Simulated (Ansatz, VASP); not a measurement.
Two plane-wave programs on Hf4H3

```
Hf H
1.0
     4.59896    0.00000    0.00000
     0.00000    4.59896    0.00000
     0.00000    0.00000    4.68604
Hf H
4 3
Direct
  0.25618 0.25618 0.26064
  0.74382 0.74382 0.26064
  0.74382 0.25618 0.73936
  0.25618 0.74382 0.73936
  0.00000 0.00000 0.00000
  0.00000 0.00000 0.50000
  0.50000 0.50000 0.00000
```

Alike in both runs: functional PBE; k mesh 8 × 8 × 8; occupations gaussian, width 0.1 eV; no spin polarisation.

Ansatz relaxed the structure, and its values are those at the end. VASP's run is a single point on that final structure, the one shown.

```csv
,VASP,Ansatz
version,VASP 6.6.1,Ansatz 0.2.0
potentials or method,"VASP PAW PBE potentials, release 64 (Hf_pv, H), cutoff 520 eV","scalar-relativistic, plane waves, PAW"
valence electrons in the cell,43,107
```

|  | VASP | Ansatz | Ansatz less VASP |
| --- | --- | --- | --- |
| gap on the k mesh at the Fermi level (eV) | none | none | - |
| pressure (GPa) | -0.6 | 0.0 | +0.62 |

A gap of «none» marks a metal or a gap that the smearing closes. VASP's potentials hold 43 valence electrons a cell and Ansatz's 107, so a difference there can come from the potentials and not from the codes.

Spin-orbit coupling is off throughout.
